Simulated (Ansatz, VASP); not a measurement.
One calculation of Ti, two programs

```
Ti
1.0
     4.45300    0.00000    0.00000
    -2.22650    3.85641    0.00000
     0.00000    0.00000    2.76822
Ti
3
Cartesian
  0.0000 0.0000 0.0000
  0.0000 2.5709 1.3841
  2.2265 1.2855 1.3841
```

Alike in both runs: functional LDA; k mesh 8 × 8 × 11; occupations gaussian, width 0.1 eV; no spin polarisation.

Ansatz relaxed the structure, and its values are those at the end. VASP's run is a single point on that final structure, the one shown.

|  | VASP | Ansatz |
| --- | --- | --- |
| version | VASP 6.6.1 | Ansatz 0.2.0 |
| potentials or method | VASP PAW LDA potentials, release 64 (Ti_sv) | plane waves, PAW |
| plane-wave cutoff (eV) | 520 | 420 |
| valence electrons in the cell | 36 | 36 |

```tsv
	VASP	Ansatz	Ansatz less VASP
pressure (GPa)	-0.1	0.0	+0.11
```

LDA's correlation is that of Perdew and Zunger in VASP and of Perdew and Wang (1992) in Ansatz.
